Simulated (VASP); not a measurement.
# C31N (a cell with a defect) in VASP: relaxation of the atoms with PBEsol

Aim: the relaxation of the atoms of C31N (a cell with a defect) with PBEsol.

All numbers are computed with VASP 6.6.1; they aren't measurements. Logs are shortened: lines on timing, memory, paths and dates and some standing lists are left out, and cuts for length are marked.

### 1 The cell of the first run

The cell holds a defect, 64 atoms: a = 7.108 Å, b = 7.108 Å, c = 7.108 Å, α = 90.00°, β = 90.00°, γ = 90.00°.

### 2 Relaxation of the atoms, PBEsol, collinear spin

Contents of INCAR:

```
PREC     = Accurate       # precision mode
ENCUT    = 520            # plane-wave cutoff, eV
EDIFF    = 1E-7           # SCF threshold, eV
ISMEAR   = -1             # smearing method
SIGMA    = 0.05           # smearing width, eV
LREAL    = Auto         
LASPH    = True           # aspherical terms in the spheres
NELM     = 200            # most SCF steps
ALGO     = Normal         # electronic algorithm
ISIF     = 2              # what is computed and relaxed
LWAVE    = False          # write WAVECAR
LCHARG   = False          # write CHGCAR
ISPIN    = 2              # spin polarisation
MAGMOM   = 0 0 0 0 0 0 0 0 0 0 0 0 0 0 0 0 0 0 0 0 0 0.125 0 0.125 0 0 0 0 0 0 0 0 0 0 0 0 0 0.125 0 0 0.125 0 0 0 0 0 0 0 0 0 0 0 0 0.125 0 0 0 0 0.125 0 0 0 0.125 0.125 # initial moments
LORBIT   = 11             # projections on sites
GGA      = PS             # functional
IBRION   = 2              # ionic algorithm
NSW      = 100            # ionic steps
EDIFFG   = -0.03          # ionic threshold
NELECT   = 257.0        
ISYM     = -1           
GGA_COMPAT= False        
NELMIN   = 4            
KPAR     = 1
```

Contents of KPOINTS:

```
explicit points
1
Reciprocal
  0.25000000   0.25000000   0.25000000 1
```

Contents of POSCAR:

```
C31N
1.0
    7.1076060000      0.0000000000      0.0000000000
    0.0000000000      7.1076060000      0.0000000000
    0.0000000000      0.0000000000      7.1076060000
C N
62 2
Direct
    0.9945660000      0.0015590000      0.0000090000
    0.0042270000      0.9930130000      0.5000870000
    0.9975420000      0.4956800000      0.0012780000
    0.0019870000      0.4989560000      0.4959110000
    0.5006690000      0.0033550000      0.0033980000
    0.5028920000      0.9996560000      0.5005180000
    0.5038080000      0.4968720000      0.0014710000
    0.1251360000      0.1253290000      0.1220740000
    0.1250220000      0.1246360000      0.6237280000
    0.1223970000      0.6247540000      0.1237640000
    0.1262580000      0.6232080000      0.6232860000
    0.6256690000      0.1226230000      0.1286610000
    0.6272970000      0.1284020000      0.6271930000
    0.6191430000      0.6242090000      0.1278320000
    0.2434700000      0.2484980000      0.0047740000
    0.2470700000      0.2536670000      0.4959270000
    0.2531500000      0.7500630000      0.0004490000
    0.2496390000      0.7493130000      0.4990820000
    0.7485180000      0.2479730000      0.0062990000
    0.7514920000      0.2553530000      0.4979770000
    0.7462880000      0.7464610000      0.0019730000
    0.7481210000      0.7476730000      0.4980890000
    0.3769600000      0.3712430000      0.1265950000
    0.3756090000      0.3748540000      0.6193270000
    0.3767240000      0.8779810000      0.1254240000
    0.3778360000      0.8717710000      0.6251460000
    0.8760130000      0.3782180000      0.1230860000
    0.8731000000      0.3734420000      0.6313660000
    0.8747960000      0.8764680000      0.1289920000
    0.8731200000      0.8777170000      0.6254860000
    0.2480260000      0.9972600000      0.2452480000
    0.2523460000      0.0000600000      0.7479850000
    0.2492950000      0.5047510000      0.2492170000
    0.2508740000      0.4986910000      0.7511560000
    0.7500870000      0.0002420000      0.2511510000
    0.7511670000      0.9979700000      0.7503910000
    0.7521950000      0.5013510000      0.2488010000
    0.7553800000      0.4922330000      0.7487410000
    0.3774590000      0.1244050000      0.3758420000
    0.3754150000      0.1271870000      0.8703500000
    0.3716220000      0.6278830000      0.3744520000
    0.3740200000      0.6293630000      0.8769460000
    0.8753070000      0.1232980000      0.3804450000
    0.8824720000      0.1231160000      0.8762290000
    0.8758520000      0.6225670000      0.3756420000
    0.8701970000      0.6239700000      0.8729610000
    0.9986450000      0.2554590000      0.2523290000
    0.9981040000      0.2493010000      0.7485660000
    0.9964520000      0.7497330000      0.2456750000
    0.0008920000      0.7507340000      0.7517390000
    0.4982480000      0.2521250000      0.2508360000
    0.5007160000      0.2501530000      0.7506810000
    0.4964870000      0.7475610000      0.2480450000
    0.4980330000      0.7529610000      0.7490390000
    0.1258950000      0.3714580000      0.3761310000
    0.1248520000      0.3716000000      0.8803950000
    0.1262160000      0.8751480000      0.3795290000
    0.1256560000      0.8767420000      0.8793770000
    0.6321090000      0.3785060000      0.3768100000
    0.6246720000      0.3788670000      0.8743510000
    0.6233630000      0.8750210000      0.3757310000
    0.6227030000      0.8725830000      0.8709880000
    0.4960290000      0.5028380000      0.4998340000
    0.6244440000      0.6253830000      0.6222160000
```

Potentials or basis: VASP PAW PBE potentials, release 64 (C, N).

Launch:

```
$ cat potpaw_PBE.64/C/POTCAR potpaw_PBE.64/N/POTCAR > POTCAR
$ mpirun -np 4 vasp_std > vasp.out
```

OUTCAR:

```text
PREC = Accurate
   ENCUT = 520
   EDIFF = 1E-7
   ISMEAR = -1
   LREAL = Auto
   LASPH = True
   NELM = 200
   ISIF = 2
   ISPIN = 2
   LORBIT = 11
   GGA = PS
   IBRION = 2
   NSW = 100
   EDIFFG = -0.03
   NELECT = 257.0
   ISYM = -1
   NELMIN = 4

 ion  position               nearest neighbor table
   1  0.995  0.002  0.000-  44 1.47  29 1.53   8 1.55  58 1.55
   2  0.004  0.993  0.500-  57 1.48  30 1.53   9 1.54  43 1.56
   3  0.998  0.496  0.001-  27 1.48  56 1.53  10 1.55  46 1.58
   4  0.002  0.499  0.496-  45 1.52  55 1.52  11 1.54  28 1.60
   5  0.501  0.003  0.003-  12 1.52  25 1.52  40 1.57  62 1.58
   6  0.503  1.000  0.501-  61 1.52  39 1.54  26 1.55  13 1.56
[... 56 lines left out ...]
  63  0.496  0.503  0.500-  24 1.51  64 1.53  41 1.54  59 1.58
  64  0.624  0.625  0.622-  22 1.52  63 1.53  54 1.56  38 1.60

IMPORTANT INFORMATION: All symmetrisations will be switched off!
NOSYMM: (Re-)initialisation of all symmetry stuff for point group C_1.

----------------------------------------------------------------------------------------

                                     Primitive cell

  volume of cell :     359.0625

  direct lattice vectors                    reciprocal lattice vectors
     7.107606000  0.000000000  0.000000000     0.140694349  0.000000000  0.000000000
     0.000000000  7.107606000  0.000000000     0.000000000  0.140694349  0.000000000
     0.000000000  0.000000000  7.107606000     0.000000000  0.000000000  0.140694349

  length of vectors
     7.107606000  7.107606000  7.107606000     0.140694349  0.140694349  0.140694349

  position of ions in fractional coordinates (direct lattice)
     0.994566000  0.001559000  0.000009000
     0.004227000  0.993013000  0.500087000
     0.997542000  0.495680000  0.001278000
     0.001987000  0.498956000  0.495911000
     0.500669000  0.003355000  0.003398000
     0.502892000  0.999656000  0.500518000
[... 56 lines left out ...]
     0.496029000  0.502838000  0.499834000
     0.624444000  0.625383000  0.622216000

  ion indices of the primitive-cell ions
   primitive index   ion index
                 1           1
                 2           2
                 3           3
                 4           4
                 5           5
                 6           6
[... 56 lines left out ...]
                63          63
                64          64

----------------------------------------------------------------------------------------

 KPOINTS: explicit points

Read explicit list of k-points.

 Found      1 k-points:

 Following reciprocal coordinates:
            Coordinates               Weight
  0.250000  0.250000  0.250000      1.000000
   k-points           NKPTS =      1   k-points in BZ     NKDIM =      1   number of bands    NBANDS=    164
   number of dos      NEDOS =    301   number of ions     NIONS =     64
   total plane-waves  NPLWV = 157464
   dimension x,y,z NGX =    54 NGY =   54 NGZ =   54
   dimension x,y,z NGXF=   108 NGYF=  108 NGZF=  108
   ions per type =              62   2
   NGX,Y,Z   is equivalent  to a cutoff of  12.63, 12.63, 12.63 a.u.
   NGXF,Y,Z  is equivalent  to a cutoff of  25.26, 25.26, 25.26 a.u.
 SYSTEM =  unknown system
   PREC   = accura    normal or accurate (medium, high low for compatibility)
   ISTART =      0    job   : 0-new  1-cont  2-samecut
   ICHARG =      2    charge: 1-file 2-atom 10-const
   ISPIN  =      2    spin polarized calculation?
   LNONCOLLINEAR =      F non collinear calculations
   LSORBIT =      F    spin-orbit coupling
   LASPH  =      T    aspherical Exc in radial PAW
   ENCUT  =  520.0 eV  38.22 Ry    6.18 a.u.  13.22 13.22 13.22*2*pi/ulx,y,z
   NELM   =    200;   NELMIN=  4; NELMDL= -5     # of ELM steps
[... 23 lines left out ...]
  Thomas-Fermi vector in A             =   2.580389
   LORBIT       =     11    0 simple, 1 ext, 2 COOP (PROOUT), +10 PAW based schemes
   GGA     = PS    functional components
   LHFCALC =     F    Hartree Fock is set to
   AEXX    =    0.0000 exact exchange contribution
   IVDW    =     0    specifies the selected vdW correction
   LEPSILON=     F    determine dielectric tensor
   LRPA    =     F    only Hartree local field effects (RPA)
 conjugate gradient relaxation of ions
 spin polarized calculation
  energy-cutoff  :      520.00
  volume of cell :      359.06
 maximum number of plane-waves:      9651
 NGX is ok and might be reduce to    54
   NGX = 27   NGY = 27   NGZ = 27

--------------------------------------- Ionic step        1  -------------------------------------------

 number of electron     257.0000002 magnetization      -0.1732113

 number of electron     257.0000003 magnetization       0.9297264

 Free energy of the ion-electron system (eV)
  ---------------------------------------------------
  ext. energy  EPLUGINS =         0.00000000
  ---------------------------------------------------
  free energy    TOTEN  =      -617.05883532 eV

  energy without entropy =     -617.01564151  energy(sigma->0) =     -617.03723842

------------------------ aborting loop because EDIFF is reached ----------------------------------------

  FORCE on cell =-STRESS in cart. coord.  units (eV):
  Direction    XX          YY          ZZ          XY          YZ          ZX
  --------------------------------------------------------------------------------------
  -------------------------------------------------------------------------------------
  Total       -5.1873632     -7.5663067     -8.4724897     -2.8554652     -1.0246313      0.4006337
  in kB      -23.1465998    -33.7617141    -37.8052047    -12.7414077     -4.5720206      1.7876727
  external PRESSURE =     -31.5711729 kB  Pullay stress =       0.0000000 kB
[... 275 lines left out ...]
  FREE ENERGIE OF THE ION-ELECTRON SYSTEM (eV)
  ---------------------------------------------------
  free  energy   TOTEN  =      -620.7283166645 eV

  energy  without entropy=     -620.7283073547  energy(sigma->0) =     -620.72831201

[... ionic steps 4 to 11 ...]

--------------------------------------- Ionic step       12  -------------------------------------------

 number of electron     257.0000004 magnetization       0.9999493

------------------------ aborting loop because EDIFF is reached ----------------------------------------
[... 191 lines left out ...]
--------------------------------------- Ionic step       14  -------------------------------------------

 number of electron     257.0000005 magnetization       0.9999510

 Free energy of the ion-electron system (eV)
  ---------------------------------------------------
  ext. energy  EPLUGINS =         0.00000000
  ---------------------------------------------------
  free energy    TOTEN  =      -621.45972509 eV

  energy without entropy =     -621.45969660  energy(sigma->0) =     -621.45971084

 E-fermi :  10.6903     XC(G=0): -13.4733

 val. band max:       10.1594942919   @ k =   0.2500   0.2500   0.2500
 cond. band min:      11.2210941067   @ k =   0.2500   0.2500   0.2500
 fundamental gap:      1.0615998148
 Fermi energy:        10.6902941412

 spin component 1

 k-point     1 :       0.2500    0.2500    0.2500
  band No.  band energies     occupation
      1     -12.1829      1.00000
      2     -11.3083      1.00000
      3     -10.2159      1.00000
      4     -10.2045      1.00000
      5     -10.2043      1.00000
      6      -9.1349      1.00000
[... 132 lines left out ...]
    139      15.9260      0.00000
    140      16.1015      0.00000
 Fermi energy:        10.6902941412

 spin component 2

 k-point     1 :       0.2500    0.2500    0.2500
  band No.  band energies     occupation
      1     -11.9839      1.00000
      2     -11.1514      1.00000
      3     -10.1968      1.00000
      4     -10.1966      1.00000
      5     -10.0663      1.00000
      6      -9.0629      1.00000
[... 132 lines left out ...]
    139      15.9835      0.00000
    140      16.1186      0.00000
 [bands above 140 left out]

------------------------ aborting loop because EDIFF is reached ----------------------------------------

  FORCE on cell =-STRESS in cart. coord.  units (eV):
  Direction    XX          YY          ZZ          XY          YZ          ZX
  --------------------------------------------------------------------------------------
  -------------------------------------------------------------------------------------
  Total       -9.6873646     -9.6987005     -9.6721539      2.9414595      2.9470973      2.9611663
  in kB      -43.2261136    -43.2766958    -43.1582420     13.1251242     13.1502807     13.2130581
  external PRESSURE =     -43.2203504 kB  Pullay stress =       0.0000000 kB
[... 79 lines left out ...]
  FREE ENERGIE OF THE ION-ELECTRON SYSTEM (eV)
  ---------------------------------------------------
  free  energy   TOTEN  =      -621.4597250861 eV

  energy  without entropy=     -621.4596966037  energy(sigma->0) =     -621.45971084

 reached required accuracy - stopping structural energy minimisation

 total charge

# of ion       s       p       d       tot
------------------------------------------
    1        0.824   1.748   0.000   2.572
    2        0.825   1.753   0.000   2.578
    3        0.825   1.753   0.000   2.578
    4        0.825   1.754   0.000   2.579
    5        0.825   1.753   0.000   2.578
    6        0.825   1.754   0.000   2.579
[... 56 lines left out ...]
   63        1.204   2.654   0.000   3.859
   64        1.204   2.654   0.000   3.858
--------------------------------------------------
tot         53.525 113.533   0.000 167.058

 magnetization (x)

# of ion       s       p       d       tot
------------------------------------------
    1        0.000   0.000   0.000   0.000
    2        0.000   0.006   0.000   0.006
    3        0.000   0.006   0.000   0.006
    4        0.000   0.000   0.000   0.001
    5        0.000   0.006   0.000   0.006
    6        0.000   0.000   0.000   0.001
[... 56 lines left out ...]
   63        0.026   0.317   0.000   0.343
   64        0.026   0.317   0.000   0.343
--------------------------------------------------
tot          0.064   0.730   0.000   0.794
```

Run time: 13 min. Hardware: 4 MPI ranks of Intel Xeon Platinum 8259CL at 2.50GHz (Skylake/Cascade Lake), shared host; peak memory 0.26 GiB.

What came out:

```
Free energy                                           : -621.4597 eV
Energy gained by relaxing                             : 68.8 meV/atom
Ionic steps                                           : 14
Largest force after relaxing                          : 0.024 eV/Å
Net moment                                            : 1.00 μB per cell
Site moments                                          : C +0.00, +0.01, -0.00, -0.01 (each value once); N +0.34 μB
Valence electrons inside the program's atomic spheres : C 2.57, 2.58, 2.59, 2.56, 2.54 (each value once); N 3.86
```

Forces in eV/Å, atoms in the order of the input:
```
C   -0.009  0.003 -0.018
C    0.006  0.000  0.015
C    0.001  0.002  0.000
C    0.000  0.002  0.006
C    0.000 -0.004 -0.006
C   -0.006  0.001  0.021
C    0.007 -0.003 -0.004
C   -0.003  0.000  0.003
C   -0.008  0.001 -0.009
C   -0.006 -0.009  0.004
C   -0.004 -0.002  0.008
C    0.011  0.005  0.009
C   -0.004  0.008 -0.018
C   -0.005 -0.006  0.005
C   -0.003 -0.007 -0.002
C   -0.004 -0.006  0.002
C    0.004  0.014 -0.013
C    0.002 -0.001  0.001
C   -0.011 -0.008 -0.010
C    0.011 -0.010  0.006
C    0.000  0.007 -0.003
C   -0.004 -0.005  0.003
C    0.004  0.007  0.005
C    0.004  0.000 -0.012
C    0.000  0.008  0.002
C    0.005  0.013  0.004
C    0.013  0.007  0.005
C    0.009  0.000  0.000
C   -0.005 -0.022  0.007
C   -0.001  0.002  0.001
C    0.003 -0.009  0.009
C   -0.003 -0.005 -0.003
C   -0.011 -0.011 -0.008
C   -0.004 -0.004  0.000
C   -0.008  0.005 -0.006
C   -0.012 -0.006  0.004
C   -0.006 -0.012  0.001
C   -0.010  0.012 -0.015
C   -0.005 -0.009 -0.007
C    0.000  0.007  0.008
C    0.018 -0.004 -0.001
C   -0.002  0.005  0.013
C    0.011  0.009 -0.003
C    0.004  0.008  0.003
C    0.008  0.009  0.005
C   -0.003  0.006  0.008
C   -0.005 -0.010 -0.001
C    0.001  0.001 -0.002
C    0.004  0.009 -0.012
C    0.013 -0.002 -0.005
C   -0.003 -0.004 -0.003
C   -0.004 -0.009  0.004
C   -0.006 -0.004  0.009
C    0.005 -0.003 -0.013
C   -0.005  0.010 -0.006
C    0.000 -0.004  0.003
C    0.004 -0.004 -0.013
C    0.002 -0.001  0.007
C   -0.004  0.016 -0.008
C    0.005  0.005  0.009
C    0.012 -0.006 -0.005
C    0.010  0.011  0.001
N   -0.002 -0.003  0.009
N   -0.007 -0.001  0.006
```

The path:
```tsv
step	energy change (eV)	largest force (eV/Å)	pressure (GPa)
1	0.0000	8.5866	-3.16
2	2.3686	6.7131	0.20
3	-3.6695	2.8458	-4.45
4	-3.6165	3.4356	-3.52
5	-4.2125	0.9949	-4.37
6	-4.3018	0.6788	-4.33
7	-4.3420	0.3745	-4.38
8	-4.3836	0.3440	-4.35
9	-4.3845	0.2999	-4.35
10	-4.3981	0.1117	-4.33
11	-4.3985	0.0989	-4.34
12	-4.3999	0.0975	-4.32
13	-4.4006	0.0366	-4.33
14	-4.4009	0.0235	-4.32
```

Final structure:
```
C N
1.0
     7.10761    0.00000    0.00000
     0.00000    7.10761    0.00000
     0.00000    0.00000    7.10761
C N
62 2
Direct
  0.00015 0.00008 0.00050
  0.00030 0.00034 0.50026
  0.00034 0.49993 0.00069
  0.99947 0.49973 0.50009
  0.49993 0.00032 0.00068
  0.49977 0.99947 0.50005
  0.49974 0.49975 0.99982
  0.12471 0.12472 0.12503
  0.12445 0.12441 0.62519
  0.12443 0.62481 0.12480
  0.12539 0.62511 0.62541
  0.62477 0.12439 0.12476
  0.62510 0.12538 0.62551
  0.62510 0.62511 0.12574
  0.24927 0.24928 0.99872
  0.24659 0.24657 0.49831
  0.25085 0.74955 0.99960
  0.25128 0.74730 0.50081
  0.74963 0.25086 0.99961
  0.74721 0.25133 0.50084
  0.75089 0.75084 0.00228
  0.75266 0.75265 0.50556
  0.37395 0.37394 0.12326
  0.37215 0.37218 0.62004
  0.37514 0.87391 0.12594
  0.37756 0.87349 0.62467
  0.87390 0.37514 0.12596
  0.87352 0.37753 0.62472
  0.87556 0.87558 0.12680
  0.87823 0.87823 0.62722
  0.24924 0.99842 0.24960
  0.25090 0.99920 0.74997
  0.24658 0.49794 0.24694
  0.25131 0.50049 0.74762
  0.74962 0.99920 0.25125
  0.75090 0.00189 0.75124
  0.74727 0.50049 0.25166
  0.75272 0.50513 0.75309
  0.37398 0.12295 0.37433
  0.37516 0.12557 0.87425
  0.37210 0.61967 0.37250
  0.37756 0.62432 0.87388
  0.87387 0.12559 0.37553
  0.87554 0.12638 0.87591
  0.87350 0.62430 0.37792
  0.87825 0.62683 0.87859
  0.99838 0.24928 0.24964
  0.99922 0.25085 0.74999
  0.99919 0.74958 0.25128
  0.00186 0.75086 0.75123
  0.49792 0.24657 0.24691
  0.50048 0.25133 0.74764
  0.50047 0.74730 0.25162
  0.50519 0.75265 0.75305
  0.12293 0.37392 0.37435
  0.12560 0.37517 0.87427
  0.12556 0.87396 0.37555
  0.12643 0.87550 0.87588
  0.61962 0.37213 0.37254
  0.62435 0.37753 0.87391
  0.62432 0.87355 0.37793
  0.62685 0.87817 0.87860
  0.48022 0.48027 0.48058
  0.64461 0.64454 0.64494
```

Levels at points of the mesh, in eV from the Fermi level:
Spin up:
```tsv
k point	band 126	band 127	band 128	band 129	band 130	band 131	band 132	band 133
(0.25, 0.25, 0.25)	-2.66	-1.65	-1.65	-0.53	3.29	3.94	3.94	4.23
```
Spin down:
```tsv
k point	band 126	band 127	band 128	band 129	band 130	band 131
(0.25, 0.25, 0.25)	-2.63	-1.63	-1.63	0.53	3.40	3.95
```

Caveat: the cell carries a net charge on a neutralising background, which shifts energy and pressure; the cell is charged against a uniform background, so pressure and absolute levels hang on convention; the PAW data sets were made with another functional, which shifts forces and pressure a little.
